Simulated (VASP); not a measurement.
Wanted: the native input for a VASP 6.6.1 run.

```yaml
Task: single point
Functional: PBE
Potentials_or_basis: VASP PAW PBE potentials, release 64 (Sr_sv, Tl_d, Ag)
Cutoff: 520 eV
k_mesh: 4 × 4 × 4
Occupations: gaussian, width 0.1 eV
Spin: no spin polarisation
Dipole_correction: no
Further_INCAR_settings: ALGO = Normal; EDIFF = 1e-06; NBANDS = 38
```

The structure of SrTl3Ag lies in POSCAR:

```
SrTl3Ag
1.0
    5.0134947700      0.0000000000      0.0000000000
    0.0000000000      5.0134947700      0.0000000000
    0.0000000000      0.0000000000      5.0134947700
Sr Tl Ag
1 3 1
Direct
    0.0000000000      0.0000000000      0.0000000000
    0.0000000000      0.5000000000      0.5000000000
    0.5000000000      0.0000000000      0.5000000000
    0.5000000000      0.5000000000      0.0000000000
    0.5000000000      0.5000000000      0.5000000000
```

The cell was generated, and may not be a known phase.

The input as run:

INCAR

```
ALGO = Normal ; EDIFF = 1E-6
ENCUT = 520 ; GGA = PE
ISIF = 2 ; ISMEAR = 0
LASPH = True ; LCHARG = False
LREAL = False ; LWAVE = False
NBANDS = 38 ; NELM = 100
PREC = Accurate ; SIGMA = 0.1
```

KPOINTS

```
k-points
0
Gamma
  4 4 4
```

Potentials or basis: VASP PAW PBE potentials, release 64 (Sr_sv, Tl_d, Ag).

Command:

```sh
$ cat potpaw_PBE.64/Sr_sv/POTCAR potpaw_PBE.64/Tl_d/POTCAR potpaw_PBE.64/Ag/POTCAR > POTCAR
$ mpirun -np 1 vasp_std > vasp.out
```

Results of the run:

```yaml
Pressure: 19.1 GPa
Band_gap_on_the_k_mesh: zero (bands 30 and 31 overlap by 1.81 eV)
```

Caveat: the cell stands under pressure; spin-orbit coupling is left out, which moves the levels of the heavy elements.

It took 62 s on 1 thread of Intel(R) Xeon(R) Platinum 8375C CPU @ 2.90GHz (Ice Lake), with other jobs on the host, peak memory 0.26 GiB.
